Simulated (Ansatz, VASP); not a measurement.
**SrTiO3: VASP beside Ansatz**

```
CELL_PARAMETERS angstrom
3.90685 0.00000 0.00000
0.00000 3.90685 0.00000
0.00000 0.00000 3.78965
ATOMIC_POSITIONS crystal
Sr 0.00000 0.00000 0.00000
Ti 0.50000 0.50000 0.50000
O 0.50000 0.50000 0.00000
O 0.50000 0.00000 0.50000
O 0.00000 0.50000 0.50000
```

Change from the starting cell: uniaxial_z strain -3.0%.

Alike in both runs: task single point; functional PBE; k mesh 6 × 6 × 6; occupations fermi-dirac, width 0.02 eV; no spin polarisation.

|  | VASP | Ansatz |
| --- | --- | --- |
| version | VASP 6.6.1 | Ansatz 0.2.0 |
| potentials or method | VASP PAW PBE potentials, release 64 (Sr_sv, Ti_sv, O) | plane waves, PAW |
| plane-wave cutoff (eV) | 520 | 420 |
| valence electrons in the cell | 40 | 40 |

VASP gave:

| Property | Result |
| --- | --- |
| gap on the k mesh at the Fermi level (eV) | 1.85 |
| pressure (GPa) | 11.2 |
| traceless stress, the component that is largest in VASP (GPa) | 5.89 |

Q: Which values does Ansatz return?

A: gap on the k mesh at the Fermi level (eV): 1.89; pressure (GPa): 10.5; traceless stress, the component that is largest in VASP (GPa): 5.80.
